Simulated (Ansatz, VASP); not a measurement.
One calculation of AlN, two programs

```
CELL_PARAMETERS angstrom
0.00000 2.03452 2.03452
2.03452 0.00000 2.03452
2.03452 2.03452 0.00000
ATOMIC_POSITIONS crystal
Al 0.50000 0.50000 0.50000
N 0.00000 0.00000 0.00000
```

Alike in both runs: task relaxation of cell and atoms; functional HSE06; k mesh 6 × 6 × 6; occupations fermi-dirac, width 0.05 eV; no spin polarisation.

|  | VASP | Ansatz |
| --- | --- | --- |
| version | VASP 6.6.1 | Ansatz 0.2.0 |
| potentials or method | VASP PAW PBE potentials, release 64 (Al, N) | Ansatz PAW |
| plane-wave cutoff (eV) | 600 | 420 |
| valence electrons in the cell | 8 | 8 |

|  | VASP | Ansatz | Ansatz less VASP |
| --- | --- | --- | --- |
| gap on the k mesh at the Fermi level, each at its own relaxed structure (eV) | 6.07 | 6.14 | +0.074 |
| relaxed volume (Å³/atom) | 8.19 | 8.18 | -0.003 |
| relaxed cell length with the largest relative difference (Å) | 2.850 | 2.850 | -0.0003 |

The k mesh is coarse, so the values compare programs but aren't converged. Noted on Ansatz's run: the plane-wave basis is chosen anew once the cell has moved, so the energies of steps on either side of that aren't comparable.
